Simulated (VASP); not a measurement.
# Zn2C (fluorite type) in VASP: further runs

Zn2C (fluorite type) is run at these levels: PBE; tasks: single point.

All numbers are computed with VASP 6.6.1; they aren't measurements. Logs are shortened: lines on timing, memory, paths and dates and some standing lists are left out, and cuts for length are marked.

**1. The cell of the first run**

It takes space group Fm-3m (No. 225, cubic). Conventional cell: a = 5.209 Å, b = 5.209 Å, c = 5.209 Å, α = 90.00°, β = 90.00°, γ = 90.00°. C (site symmetry m-3m) has 8 Zn at 2.26 Å within 3.0 Å. Within 3.0 Å of Zn (site symmetry -43m) lie 4 C at 2.26 Å and 6 Zn at 2.60 Å.

**2. Single point, PBE**

INCAR

```
  PREC = Accurate
  ENCUT = 520
  EDIFF = 1E-6
  ISMEAR = -1
  SIGMA = 0.08
  LREAL = F
  LASPH = T
  NELM = 80
  ALGO = Normal
  ISIF = 2
  LWAVE = F
  LCHARG = F
  GGA = PE
  NBANDS = 21
```

KPOINTS

```
Automatic mesh
0
Gamma
  11 11 11
```

POSCAR

```
Zn2C
1.0
    0.0000000000      2.6044255410      2.6044255410
    2.6044255410      0.0000000000      2.6044255410
    2.6044255410      2.6044255410      0.0000000000
C Zn
1 2
Direct
    0.0000000000      0.0000000000      0.0000000000
    0.2500000000      0.2500000000      0.2500000000
    0.7500000000      0.7500000000      0.7500000000
```

Potentials or basis: VASP PAW PBE potentials, release 64 (C, Zn).

Command:

```sh
> cat potpaw_PBE.64/C/POTCAR potpaw_PBE.64/Zn/POTCAR > POTCAR
> mpirun -np 1 vasp_std > vasp.out
```

OUTCAR:

```text
PREC = Accurate
   ENCUT = 520
   EDIFF = 1E-6
   ISMEAR = -1
   LREAL = F
   LASPH = T
   NELM = 80
   ISIF = 2
   GGA = PE

 ion  position               nearest neighbor table
   1  0.000  0.000  0.000-   3 2.26   3 2.26   3 2.26   2 2.26   3 2.26   2 2.26   2 2.26   2 2.26

   2  0.250  0.250  0.250-   1 2.26   1 2.26   1 2.26   1 2.26   3 2.60   3 2.60   3 2.60   3 2.60
                             3 2.60   3 2.60
   3  0.750  0.750  0.750-   1 2.26   1 2.26   1 2.26   1 2.26   2 2.60   2 2.60   2 2.60   2 2.60
                             2 2.60   2 2.60

  LATTYP: Found a face centered cubic cell.
 ALAT       =     5.2088510820

  Lattice vectors:

 A1 = (   0.0000000000,   2.6044255410,   2.6044255410)
 A2 = (   2.6044255410,   0.0000000000,   2.6044255410)
 A3 = (   2.6044255410,   2.6044255410,   0.0000000000)

Analysis of symmetry for initial positions (statically):
=====================================================================
 Subroutine PRICEL returns:
 Original cell was already a primitive cell.

 Routine SETGRP: Setting up the symmetry group for a
 face centered cubic supercell.

 Subroutine GETGRP returns: Found 48 space group operations
 (whereof 48 operations were pure point group operations)
 out of a pool of 48 trial point group operations.

The static configuration has the point symmetry O_h .

Analysis of symmetry for dynamics (positions and initial velocities):
=====================================================================
 Subroutine PRICEL returns:
 Original cell was already a primitive cell.

 Routine SETGRP: Setting up the symmetry group for a
 face centered cubic supercell.

 Subroutine GETGRP returns: Found 48 space group operations
 (whereof 48 operations were pure point group operations)
 out of a pool of 48 trial point group operations.

The dynamic configuration has the point symmetry O_h .

 Subroutine INISYM returns: Found 48 space group operations
 (whereof 48 operations are pure point group operations),
 and found     1 'primitive' translations

----------------------------------------------------------------------------------------

                                     Primitive cell

  volume of cell :      35.3318

  direct lattice vectors                    reciprocal lattice vectors
     0.000000000  2.604425541  2.604425541    -0.191980916  0.191980916  0.191980916
[... 80 lines left out ...]
   ISTART =      0    job   : 0-new  1-cont  2-samecut
   ICHARG =      2    charge: 1-file 2-atom 10-const
   ISPIN  =      1    spin polarized calculation?
   LNONCOLLINEAR =      F non collinear calculations
   LSORBIT =      F    spin-orbit coupling
   LASPH  =      T    aspherical Exc in radial PAW
   ENCUT  =  520.0 eV  38.22 Ry    6.18 a.u.   6.85  6.85  6.85*2*pi/ulx,y,z
   NELM   =     80;   NELMIN=  2; NELMDL= -5     # of ELM steps
   EDIFF  = 0.1E-05   stopping-criterion for ELM
   LREAL  =      F    real-space projection
   EDIFFG = 0.1E-04   stopping-criterion for IOM
   NSW    =      0    number of steps for IOM
   IBRION =     -1    ionic relax: 0-MD 1-quasi-New 2-CG
   NFREE  =      0    steps in history (QN), initial steepest desc. (CG)
   ISIF   =      2    stress and relaxation
   ISYM   =      2    0-nonsym 1-usesym 2-fastsym
   POTIM  = 0.5000    time-step for ionic-motion
   TEBEG  =    0.0;   TEEND  =   0.0 temperature during run
   PSTRESS=    0.0 pullay stress
   NELECT =      28.0000    total number of electrons
   NUPDOWN=      -1.0000    fix difference up-down
   EMIN   =  10.00;   EMAX   =-10.00  energy-range for DOS
   EFERMI =   0.00;   METHOD = LEGACY
   ISMEAR =    -1;   SIGMA  =   0.08  broadening in eV -4-tet -1-fermi 0-gaus
   EFERMI_NEDOS =   21; number of points for ismear=-14 and -15
   IALGO  =     38    algorithm
   IMIX   =      4    mixing-type and parameters
     AMIX     =   0.40;   BMIX     =  1.00
     AMIX_MAG =   1.60;   BMIX_MAG =  1.00
  volume/ion in A,a.u.               =      11.78        79.48
  Fermi-wavevector in a.u.,A,eV,Ry     =   1.514975  2.862888 31.227415  2.295150
  Thomas-Fermi vector in A             =   2.624561
   LORBIT       =      0    0 simple, 1 ext, 2 COOP (PROOUT), +10 PAW based schemes
   GGA     = PE    functional components
   LHFCALC =     F    Hartree Fock is set to
   AEXX    =    0.0000 exact exchange contribution
   IVDW    =     0    specifies the selected vdW correction
   LEPSILON=     F    determine dielectric tensor
   LRPA    =     F    only Hartree local field effects (RPA)
 non-spin polarized calculation
  energy-cutoff  :      520.00
  volume of cell :       35.33
 maximum number of plane-waves:       967
   NGX = 13   NGY = 13   NGZ = 13

 number of electron      27.9999971 magnetization

 Free energy of the ion-electron system (eV)
  ---------------------------------------------------
  ext. energy  EPLUGINS =         0.00000000
  ---------------------------------------------------
  free energy    TOTEN  =        -9.27345132 eV

  energy without entropy =       -9.27288523  energy(sigma->0) =       -9.27316828

 E-fermi :   4.5710     XC(G=0): -11.9127

 val. band max:        4.4091228782   @ k =   0.0000   0.0000   0.0000
 cond. band min:       5.0552517210   @ k =   0.0909   0.0000   0.0000
 fundamental gap:      0.6461288428
 Fermi energy:         4.5709848187

 k-point     1 :       0.0000    0.0000    0.0000
  band No.  band energies     occupation
      1      -9.3972      2.00000
      2      -4.1636      2.00000
      3      -4.1636      2.00000
      4      -4.1636      2.00000
      5      -3.9804      2.00000
      6      -3.9804      2.00000
[... 565 lines left out ...]
     20      14.7701      0.00000
     21      16.0432      0.00000

 [... further k-points ...]
[... 5 lines left out ...]
  --------------------------------------------------------------------------------------
  -------------------------------------------------------------------------------------
  Total        0.1294051      0.1294051      0.1294051      0.0000000      0.0000000     -0.0000000
  in kB        5.8680807      5.8680807      5.8680807      0.0000000      0.0000000     -0.0000000
  external PRESSURE =       5.8680807 kB  Pullay stress =       0.0000000 kB

 VOLUME and BASIS-vectors are now :
 -----------------------------------------------------------------------------
  energy-cutoff  :      520.00
  volume of cell :       35.33
      direct lattice vectors                 reciprocal lattice vectors
     0.000000000  2.604425541  2.604425541    -0.191980916  0.191980916  0.191980916
     2.604425541  0.000000000  2.604425541     0.191980916 -0.191980916  0.191980916
     2.604425541  2.604425541  0.000000000     0.191980916  0.191980916 -0.191980916

 POSITION                                       TOTAL-FORCE (eV/Angst)
 -----------------------------------------------------------------------------------
      0.00000      0.00000      0.00000        -0.000000     -0.000000      0.000000
      1.30221      1.30221      1.30221        -0.000000      0.000000      0.000000
      3.90664      3.90664      3.90664         0.000000     -0.000000     -0.000000
 -----------------------------------------------------------------------------------
    total drift:                                0.000000      0.000000      0.000000

  FREE ENERGIE OF THE ION-ELECTRON SYSTEM (eV)
  ---------------------------------------------------
  free  energy   TOTEN  =        -9.2734513247 eV

  energy  without entropy=       -9.2728852344  energy(sigma->0) =       -9.27316828
```

stdout:

```text
POSCAR found type information on POSCAR C Zn
 POSCAR found :  2 types and       3 ions
 scaLAPACK will be used
 LDA part: xc-table for (Slater+PW92), standard interpolation
 POSCAR, INCAR and KPOINTS ok, starting setup
 FFT: planning ... GRIDC
 FFT: planning ... GRID_SOFT
 FFT: planning ... GRID
 WAVECAR not read
 entering main loop
```

It took 35 s on 1 thread of Intel Xeon Platinum 8259CL at 2.50GHz (Skylake/Cascade Lake), shared host; peak memory 0.17 GiB.

Results:

| Item | Value |
| --- | --- |
| Free energy | -9.2735 eV |
| Pressure | 0.6 GPa |
| Band gap on the k mesh | zero (filled and empty bands touch) |

**3. Single point, PBE (atom 3 (Zn) moved by [0.056569, 0.056569, 0.0] A)**

INCAR

```
PREC = Accurate ; ENCUT = 520
EDIFF = 1E-6 ; ISMEAR = -1
SIGMA = 0.08 ; LREAL = F
LASPH = T ; NELM = 80
ALGO = Normal ; ISIF = 2
LWAVE = F ; LCHARG = F
GGA = PE ; NBANDS = 21
```

KPOINTS is that of step 2.

POSCAR

```
Zn2C
1.0
    0.0000000000      2.6044255414      2.6044255414
    2.6044255414      0.0000000000      2.6044255414
    2.6044255414      2.6044255414      0.0000000000
C Zn
1 2
Direct
    0.0000000000      0.0000000000      0.0000000000
    0.2500000000      0.2500000000      0.2500000000
    0.7500000000      0.7500000000      0.7717203368
```

Potentials or basis: VASP PAW PBE potentials, release 64 (C, Zn).

Command:

```sh
> cat potpaw_PBE.64/C/POTCAR potpaw_PBE.64/Zn/POTCAR > POTCAR
> mpirun -np 1 vasp_std > vasp.out
```

OUTCAR:

```text
PREC = Accurate
   ENCUT = 520
   EDIFF = 1E-6
   ISMEAR = -1
   LREAL = F
   LASPH = T
   NELM = 80
   ISIF = 2
   GGA = PE

 ion  position               nearest neighbor table
   1  0.000  0.000  0.000-   3 2.19   2 2.26   2 2.26   2 2.26   2 2.26   3 2.26   3 2.26   3 2.32

   2  0.250  0.250  0.250-   1 2.26   1 2.26   1 2.26   1 2.26   3 2.55   3 2.55   3 2.61   3 2.61
                             3 2.66   3 2.66
   3  0.750  0.750  0.772-   1 2.19   1 2.26   1 2.26   1 2.32   2 2.55   2 2.55   2 2.61   2 2.61
                             2 2.66   2 2.66

  LATTYP: Found a face centered cubic cell.
 ALAT       =     5.2088510828

  Lattice vectors:

 A1 = (   0.0000000000,   2.6044255414,   2.6044255414)
 A2 = (   2.6044255414,   0.0000000000,   2.6044255414)
 A3 = (   2.6044255414,   2.6044255414,   0.0000000000)

Analysis of symmetry for initial positions (statically):
=====================================================================
 Subroutine PRICEL returns:
 Original cell was already a primitive cell.

 Routine SETGRP: Setting up the symmetry group for a
 face centered cubic supercell.

 Subroutine GETGRP returns: Found  2 space group operations
 (whereof  2 operations were pure point group operations)
 out of a pool of 48 trial point group operations.

The static configuration has the point symmetry C_1h.

Analysis of symmetry for dynamics (positions and initial velocities):
=====================================================================
 Subroutine PRICEL returns:
 Original cell was already a primitive cell.

 Routine SETGRP: Setting up the symmetry group for a
 face centered cubic supercell.

 Subroutine GETGRP returns: Found  2 space group operations
 (whereof  2 operations were pure point group operations)
 out of a pool of 48 trial point group operations.

The dynamic configuration has the point symmetry C_1h.

 Subroutine INISYM returns: Found  2 space group operations
[... 108 lines left out ...]
   TEBEG  =    0.0;   TEEND  =   0.0 temperature during run
   PSTRESS=    0.0 pullay stress
   NELECT =      28.0000    total number of electrons
   NUPDOWN=      -1.0000    fix difference up-down
   EMIN   =  10.00;   EMAX   =-10.00  energy-range for DOS
   EFERMI =   0.00;   METHOD = LEGACY
   ISMEAR =    -1;   SIGMA  =   0.08  broadening in eV -4-tet -1-fermi 0-gaus
   EFERMI_NEDOS =   21; number of points for ismear=-14 and -15
   IALGO  =     38    algorithm
   IMIX   =      4    mixing-type and parameters
     AMIX     =   0.40;   BMIX     =  1.00
     AMIX_MAG =   1.60;   BMIX_MAG =  1.00
  volume/ion in A,a.u.               =      11.78        79.48
  Fermi-wavevector in a.u.,A,eV,Ry     =   1.514975  2.862888 31.227415  2.295150
  Thomas-Fermi vector in A             =   2.624561
   LORBIT       =      0    0 simple, 1 ext, 2 COOP (PROOUT), +10 PAW based schemes
   GGA     = PE    functional components
   LHFCALC =     F    Hartree Fock is set to
   AEXX    =    0.0000 exact exchange contribution
   IVDW    =     0    specifies the selected vdW correction
   LEPSILON=     F    determine dielectric tensor
   LRPA    =     F    only Hartree local field effects (RPA)
 non-spin polarized calculation
  energy-cutoff  :      520.00
  volume of cell :       35.33
 maximum number of plane-waves:       967
   NGX = 13   NGY = 13   NGZ = 13

 number of electron      27.9999978 magnetization

 Free energy of the ion-electron system (eV)
  ---------------------------------------------------
  ext. energy  EPLUGINS =         0.00000000
  ---------------------------------------------------
  free energy    TOTEN  =        -9.25615465 eV

  energy without entropy =       -9.25559814  energy(sigma->0) =       -9.25587640

 E-fermi :   4.5755     XC(G=0): -11.9114

 val. band max:        4.4521885770   @ k =   0.0000   0.0000   0.0000
 cond. band min:       5.0480553744   @ k =   0.0909   0.0909   0.0909
 fundamental gap:      0.5958667974
 Fermi energy:         4.5754915003

 k-point     1 :       0.0000    0.0000    0.0000
  band No.  band energies     occupation
      1      -9.4019      2.00000
      2      -4.2051      2.00000
      3      -4.1749      2.00000
      4      -4.1389      2.00000
      5      -3.9911      2.00000
      6      -3.9862      2.00000
[... 565 lines left out ...]
     20      15.0529      0.00000
     21      15.4866      0.00000

 [... further k-points ...]
[... 5 lines left out ...]
  --------------------------------------------------------------------------------------
  -------------------------------------------------------------------------------------
  Total        0.2163183      0.2163183      0.1499300      0.0088122     -0.0099813     -0.0099813
  in kB        9.8092977      9.8092977      6.7988170      0.3996040     -0.4526170     -0.4526174
  external PRESSURE =       8.8058041 kB  Pullay stress =       0.0000000 kB

 VOLUME and BASIS-vectors are now :
 -----------------------------------------------------------------------------
  energy-cutoff  :      520.00
  volume of cell :       35.33
      direct lattice vectors                 reciprocal lattice vectors
     0.000000000  2.604425541  2.604425541    -0.191980916  0.191980916  0.191980916
     2.604425541  0.000000000  2.604425541     0.191980916 -0.191980916  0.191980916
     2.604425541  2.604425541  0.000000000     0.191980916  0.191980916 -0.191980916

 POSITION                                       TOTAL-FORCE (eV/Angst)
 -----------------------------------------------------------------------------------
      0.00000      0.00000      0.00000         0.064672      0.064672      0.041707
      1.30221      1.30221      1.30221         0.242498      0.242498     -0.003900
      3.96321      3.96321      3.90664        -0.307170     -0.307170     -0.037807
 -----------------------------------------------------------------------------------
    total drift:                                0.000549      0.000549     -0.000004

  FREE ENERGIE OF THE ION-ELECTRON SYSTEM (eV)
  ---------------------------------------------------
  free  energy   TOTEN  =        -9.2561546541 eV

  energy  without entropy=       -9.2555981377  energy(sigma->0) =       -9.25587640
```

Run time: 4.3 min. Hardware: 1 thread of Oxide Virtual Turin-like, shared host; peak memory 0.31 GiB.

Results:

| Item | Value |
| --- | --- |
| Free energy | -9.2562 eV |
| Pressure | 0.9 GPa |
| Largest force | 0.436 eV/Å |

Forces in eV/Å, atoms in the order of the input:
```
C    0.065  0.065  0.042
Zn   0.242  0.242 -0.004
Zn  -0.307 -0.307 -0.038
```

Stress tensor (GPa, compression positive):
```
 0.98  0.04 -0.05
 0.04  0.98 -0.05
-0.05 -0.05  0.68
```

Levels at points of the mesh, in eV from the Fermi level:
| k point | band 11 | band 12 | band 13 | band 14 | band 15 | band 16 | band 17 | band 18 |
| --- | --- | --- | --- | --- | --- | --- | --- | --- |
| (0.00, 0.00, 0.00) | -6.96 | -0.38 | -0.23 | -0.16 | -0.12 | 3.98 | 4.00 | 4.02 |

Caveat: the cell differs from its parent crystal (atom 3 (Zn) moved by [0.056569, 0.056569, 0.0] A).
